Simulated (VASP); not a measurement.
# Ag (Fm-3m) in VASP: notebook

The runs below take Ag through single point, with BLYP+D3(BJ), r2SCAN+D4.

Program: VASP 6.6.1. These are calculated values, not measurements. Logs are shortened: lines on timing, memory, paths and dates and some standing lists are left out, and cuts for length are marked.

### 1 The cell of the first run

It takes space group Fm-3m (No. 225, cubic). Conventional cell: a = 4.166 Å, b = 4.166 Å, c = 4.166 Å, α = 90.00°, β = 90.00°, γ = 90.00°. Ag (site symmetry m-3m) has 12 Ag at 2.95 Å within 3.9 Å.

### 2 Single point, BLYP+D3(BJ)

Contents of INCAR:

```
SYSTEM = Ag
PREC     = Accurate       ! precision mode
ENCUT    = 520            ! plane-wave cutoff, eV
EDIFF    = 1E-6           ! SCF threshold, eV
ISMEAR   = -1             ! smearing method
SIGMA    = 0.05           ! smearing width, eV
LREAL    = .False.        ! projectors in reciprocal space
LASPH    = .True.         ! aspherical terms in the spheres
NELM     = 60             ! most SCF steps
ALGO     = Normal         ! electronic algorithm
ISIF     = 2              ! what is computed and relaxed
LWAVE    = .False.        ! write WAVECAR
LCHARG   = .False.        ! write CHGCAR
GGA      = B5             ! functional
ALDAX    = 1.0          
AGGAX    = 1.0          
AGGAC    = 1.0          
ALDAC    = 0.0          
IVDW     = 12             ! dispersion correction
VDW_S6   = 1.0          
VDW_S8   = 2.6996       
VDW_A1   = 0.4298       
VDW_A2   = 4.2359       
NBANDS   = 12             ! bands
```

Contents of KPOINTS:

```
Automatic mesh
0
Gamma
  11 11 11
  0 0 0
```

Contents of POSCAR:

```
Ag
1.0
    0.0000000000      2.0828140930      2.0828140930
    2.0828140930      0.0000000000      2.0828140930
    2.0828140930      2.0828140930      0.0000000000
Ag
1
Direct
    0.0000000000      0.0000000000      0.0000000000
```

Potentials or basis: VASP PAW PBE potentials, release 64 (Ag).

Started as:

```console
$ cat potpaw_PBE.64/Ag/POTCAR > POTCAR
$ mpirun -np 1 vasp_std > vasp.out
```

OUTCAR:

```text
SYSTEM = Ag
   PREC = Accurate
   ENCUT = 520
   EDIFF = 1E-6
   ISMEAR = -1
   LREAL = .False.
   LASPH = .True.
   NELM = 60
   ISIF = 2
   GGA = B5
   IVDW = 12
 IVDW          = 12

 ion  position               nearest neighbor table
   1  0.000  0.000  0.000-

  LATTYP: Found a face centered cubic cell.
 ALAT       =     4.1656281860

  Lattice vectors:

 A1 = (   0.0000000000,   2.0828140930,   2.0828140930)
 A2 = (   2.0828140930,   0.0000000000,   2.0828140930)
 A3 = (   2.0828140930,   2.0828140930,   0.0000000000)

Analysis of symmetry for initial positions (statically):
=====================================================================
 Subroutine PRICEL returns:
 Original cell was already a primitive cell.

 Routine SETGRP: Setting up the symmetry group for a
 face centered cubic supercell.

 Subroutine GETGRP returns: Found 48 space group operations
 (whereof 48 operations were pure point group operations)
 out of a pool of 48 trial point group operations.

The static configuration has the point symmetry O_h .

Analysis of symmetry for dynamics (positions and initial velocities):
=====================================================================
 Subroutine PRICEL returns:
 Original cell was already a primitive cell.

 Routine SETGRP: Setting up the symmetry group for a
 face centered cubic supercell.

 Subroutine GETGRP returns: Found 48 space group operations
 (whereof 48 operations were pure point group operations)
 out of a pool of 48 trial point group operations.

The dynamic configuration has the point symmetry O_h .

 Subroutine INISYM returns: Found 48 space group operations
 (whereof 48 operations are pure point group operations),
 and found     1 'primitive' translations

----------------------------------------------------------------------------------------

                                     Primitive cell

  volume of cell :      18.0710

  direct lattice vectors                    reciprocal lattice vectors
     0.000000000  2.082814093  2.082814093    -0.240059831  0.240059831  0.240059831
     2.082814093  0.000000000  2.082814093     0.240059831 -0.240059831  0.240059831
     2.082814093  2.082814093  0.000000000     0.240059831  0.240059831 -0.240059831

  length of vectors
     2.945543938  2.945543938  2.945543938     0.415795825  0.415795825  0.415795825

  position of ions in fractional coordinates (direct lattice)
     0.000000000  0.000000000  0.000000000

  ion indices of the primitive-cell ions
   primitive index   ion index
                 1           1

----------------------------------------------------------------------------------------

 KPOINTS: Automatic mesh

Automatic generation of k-mesh.
 Grid dimensions read from file:
 generate k-points for:   11   11   11

 Generating k-lattice:

  Cartesian coordinates                     Fractional coordinates (reciprocal lattice)
    -0.021823621  0.021823621  0.021823621     0.090909091  0.000000000  0.000000000
     0.021823621 -0.021823621  0.021823621     0.000000000  0.090909091  0.000000000
     0.021823621  0.021823621 -0.021823621     0.000000000  0.000000000  0.090909091

  Length of vectors
     0.037799620  0.037799620  0.037799620

  Shift w.r.t. Gamma in fractional coordinates (k-lattice)
     0.000000000  0.000000000  0.000000000

 Subroutine IBZKPT returns following result:
 ===========================================

 Found     56 irreducible k-points:

 Following reciprocal coordinates:
            Coordinates               Weight
  0.000000  0.000000  0.000000      1.000000
  0.090909  0.000000  0.000000      8.000000
  0.181818  0.000000  0.000000      8.000000
  0.272727  0.000000  0.000000      8.000000
  0.363636  0.000000  0.000000      8.000000
  0.454545  0.000000  0.000000      8.000000
[... 16 lines left out ...]
 -0.272727  0.181818  0.000000     24.000000
 -0.181818  0.181818  0.000000     12.000000
 [... further k-points ...]
   k-points           NKPTS =     56   k-points in BZ     NKDIM =     56   number of bands    NBANDS=     12
   number of dos      NEDOS =    301   number of ions     NIONS =      1
   total plane-waves  NPLWV =  13824
   dimension x,y,z NGX =    24 NGY =   24 NGZ =   24
   dimension x,y,z NGXF=    48 NGYF=   48 NGZF=   48
   ions per type =               1
   NGX,Y,Z   is equivalent  to a cutoff of  13.55, 13.55, 13.55 a.u.
   NGXF,Y,Z  is equivalent  to a cutoff of  27.09, 27.09, 27.09 a.u.
 SYSTEM =  Ag
   PREC   = accura    normal or accurate (medium, high low for compatibility)
   ISTART =      0    job   : 0-new  1-cont  2-samecut
   ICHARG =      2    charge: 1-file 2-atom 10-const
   ISPIN  =      1    spin polarized calculation?
   LNONCOLLINEAR =      F non collinear calculations
   LSORBIT =      F    spin-orbit coupling
   LASPH  =      T    aspherical Exc in radial PAW
   ENCUT  =  520.0 eV  38.22 Ry    6.18 a.u.   5.48  5.48  5.48*2*pi/ulx,y,z
   NELM   =     60;   NELMIN=  2; NELMDL= -5     # of ELM steps
   EDIFF  = 0.1E-05   stopping-criterion for ELM
   LREAL  =      F    real-space projection
   EDIFFG = 0.1E-04   stopping-criterion for IOM
   NSW    =      0    number of steps for IOM
   IBRION =     -1    ionic relax: 0-MD 1-quasi-New 2-CG
   NFREE  =      0    steps in history (QN), initial steepest desc. (CG)
   ISIF   =      2    stress and relaxation
   ISYM   =      2    0-nonsym 1-usesym 2-fastsym
   POTIM  = 0.5000    time-step for ionic-motion
   TEBEG  =    0.0;   TEEND  =   0.0 temperature during run
   PSTRESS=    0.0 pullay stress
   NELECT =      11.0000    total number of electrons
   NUPDOWN=      -1.0000    fix difference up-down
   EMIN   =  10.00;   EMAX   =-10.00  energy-range for DOS
   EFERMI =   0.00;   METHOD = LEGACY
   ISMEAR =    -1;   SIGMA  =   0.05  broadening in eV -4-tet -1-fermi 0-gaus
   EFERMI_NEDOS =   21; number of points for ismear=-14 and -15
   IALGO  =     38    algorithm
   IMIX   =      4    mixing-type and parameters
     AMIX     =   0.40;   BMIX     =  1.00
     AMIX_MAG =   1.60;   BMIX_MAG =  1.00
  volume/ion in A,a.u.               =      18.07       121.95
  Fermi-wavevector in a.u.,A,eV,Ry     =   1.387433  2.621867 26.190795  1.924969
  Thomas-Fermi vector in A             =   2.511654
   LORBIT       =      0    0 simple, 1 ext, 2 COOP (PROOUT), +10 PAW based schemes
   GGA     = B5    functional components
   LHFCALC =     F    Hartree Fock is set to
   AEXX    =    0.0000 exact exchange contribution
   IVDW    =    12    specifies the selected vdW correction
   LEPSILON=     F    determine dielectric tensor
   LRPA    =     F    only Hartree local field effects (RPA)
 non-spin polarized calculation
  energy-cutoff  :      520.00
  volume of cell :       18.07
 maximum number of plane-waves:       531
 NGX is ok and might be reduce to    24
   NGX = 11   NGY = 11   NGZ = 11

 number of electron      11.0000000 magnetization

 Free energy of the ion-electron system (eV)
  ---------------------------------------------------
  ext. energy  EPLUGINS =         0.00000000
  ---------------------------------------------------
  free energy    TOTEN  =        -2.07506865 eV

  energy without entropy =       -2.07117788  energy(sigma->0) =       -2.07312327

 E-fermi :   8.4943     XC(G=0): -11.2954

 val. band max:        8.4673986267   @ k =  -0.2727   0.2727   0.0000
 cond. band min:       8.5291009926   @ k =   0.4545   0.3636   0.0000
 fundamental gap:      0.0617023659
 Fermi energy:         8.4942815560

 k-point     1 :       0.0000    0.0000    0.0000
  band No.  band energies     occupation
      1       0.8705      2.00000
      2       3.4659      2.00000
      3       3.4659      2.00000
      4       3.4659      2.00000
      5       4.3948      2.00000
      6       4.3948      2.00000
      7      24.3232      0.00000
      8      27.3084      0.00000
      9      27.3084      0.00000
     10      27.3084      0.00000
     11      32.5548      0.00000
     12      32.8666      0.00000

 k-point     2 :       0.0909    0.0000    0.0000
  band No.  band energies     occupation
      1       1.1142      2.00000
      2       3.4206      2.00000
      3       3.5284      2.00000
      4       3.5284      2.00000
      5       4.3743      2.00000
      6       4.3743      2.00000
      7      24.1696      0.00000
      8      25.6531      0.00000
      9      27.3505      0.00000
     10      27.3505      0.00000
     11      31.6597      0.00000
     12      32.6049      0.00000

 k-point     3 :       0.1818    0.0000    0.0000
  band No.  band energies     occupation
      1       1.7388      2.00000
      2       3.4171      2.00000
      3       3.6401      2.00000
      4       3.6401      2.00000
      5       4.3863      2.00000
      6       4.3863      2.00000
      7      21.5498      0.00000
      8      25.0960      0.00000
      9      27.3178      0.00000
     10      27.3178      0.00000
     11      30.5210      0.00000
     12      31.6721      0.00000

 k-point     4 :       0.2727    0.0000    0.0000
  band No.  band energies     occupation
      1       2.1830      2.00000
      2       3.6333      2.00000
      3       3.6333      2.00000
      4       4.0698      2.00000
      5       4.5819      2.00000
      6       4.5819      2.00000
      7      18.0648      0.00000
      8      24.7176      0.00000
      9      26.8452      0.00000
     10      26.8452      0.00000
     11      30.7807      0.00000
     12      30.7947      0.00000

 k-point     5 :       0.3636    0.0000    0.0000
  band No.  band energies     occupation
      1       2.1591      2.00000
      2       3.5346      2.00000
      3       3.5346      2.00000
      4       4.8834      2.00000
      5       4.8834      2.00000
      6       5.6819      2.00000
      7      14.7190      0.00000
      8      24.0755      0.00000
      9      26.0024      0.00000
     10      26.0024      0.00000
     11      30.4566      0.00000
     12      30.4566      0.00000
[... 228 lines left out ...]
      1       2.4782      2.00000
      2       3.2228      2.00000
      3       3.8561      2.00000
      4       4.1341      2.00000
      5       5.0953      2.00000
      6       9.8199      0.00000
      7      11.7274      0.00000
      8      20.3977      0.00000
      9      23.0518      0.00000
     10      24.3268      0.00000
     11      32.5719      0.00000
     12      32.6048      0.00000

 k-point    22 :      -0.3636    0.1818    0.0000
  band No.  band energies     occupation
      1       2.5811      2.00000
      2       3.2635      2.00000
      3       3.8430      2.00000
      4       4.1157      2.00000
      5       4.8205      2.00000
      6       8.5883      0.26470
      7      13.3649      0.00000
      8      19.7382      0.00000
      9      24.3704      0.00000
     10      24.5936      0.00000
     11      31.6121      0.00000
     12      32.2847      0.00000

 k-point    23 :      -0.2727    0.1818    0.0000
  band No.  band energies     occupation
      1       2.7567      2.00000
      2       3.3263      2.00000
      3       3.7956      2.00000
      4       3.9105      2.00000
      5       4.4227      2.00000
      6       6.7833      2.00000
      7      16.4838      0.00000
      8      19.6060      0.00000
      9      25.3405      0.00000
     10      26.2619      0.00000
     11      30.0044      0.00000
     12      32.1976      0.00000

 k-point    24 :      -0.1818    0.1818    0.0000
  band No.  band energies     occupation
      1       2.7522      2.00000
      2       3.1280      2.00000
      3       3.6990      2.00000
      4       4.0244      2.00000
      5       4.0533      2.00000
      6       5.5152      2.00000
      7      19.7047      0.00000
      8      20.1149      0.00000
      9      26.5479      0.00000
     10      28.3468      0.00000
     11      28.4675      0.00000
     12      31.7994      0.00000

 [... further k-points ...]

------------------------ aborting loop because EDIFF is reached ----------------------------------------

 Edisp (eV)   -1.26667

 E8    (eV) :    -0.9321

  FORCE on cell =-STRESS in cart. coord.  units (eV):
  Direction    XX          YY          ZZ          XY          YZ          ZX
  --------------------------------------------------------------------------------------
  -------------------------------------------------------------------------------------
  Total      -0.66945    -0.66945    -0.66945    -0.00000     0.00000     0.00000
  in kB     -59.35357   -59.35357   -59.35357    -0.00000     0.00000     0.00000
  external pressure =      -59.35 kB  Pullay stress =        0.00 kB

 VOLUME and BASIS-vectors are now :
 -----------------------------------------------------------------------------
  energy-cutoff  :      520.00
  volume of cell :       18.07
      direct lattice vectors                 reciprocal lattice vectors
     0.000000000  2.082814093  2.082814093    -0.240059831  0.240059831  0.240059831
     2.082814093  0.000000000  2.082814093     0.240059831 -0.240059831  0.240059831
     2.082814093  2.082814093  0.000000000     0.240059831  0.240059831 -0.240059831

 POSITION                                       TOTAL-FORCE (eV/Angst)
 -----------------------------------------------------------------------------------
      0.00000      0.00000      0.00000         0.000000      0.000000      0.000000
 -----------------------------------------------------------------------------------
    total drift:                               -0.000000      0.000000      0.000000

  FREE ENERGIE OF THE ION-ELECTRON SYSTEM (eV)
  ---------------------------------------------------
  free  energy   TOTEN  =        -3.3417410692 eV

  energy  without entropy=       -3.3378503011  energy(sigma->0) =       -3.33979569
```

Wall time 15 s (1 thread of Intel Xeon 6975P-C, shared host); peak memory 0.15 GiB.

What came out:

```
Free energy                : -3.3417 eV
Pressure                   : -5.9 GPa
Dispersion energy per atom : -1.267 eV
```

Levels at points of the mesh, in eV from the Fermi level:
| k point | band 2 | band 3 | band 4 | band 5 | band 6 | band 7 | band 8 | band 9 | band 10 | band 11 |
| --- | --- | --- | --- | --- | --- | --- | --- | --- | --- | --- |
| (0.00, 0.00, 0.00) | -5.03 | -5.03 | -5.03 | -4.10 | -4.10 | 15.83 | 18.81 | 18.81 | 18.81 | 24.06 |

Caveat: the PAW data sets were made with another functional, which shifts forces and pressure a little; pairwise dispersion overbinds metals, which lowers pressure and volume.

(Part 1 of 4 ends here.)
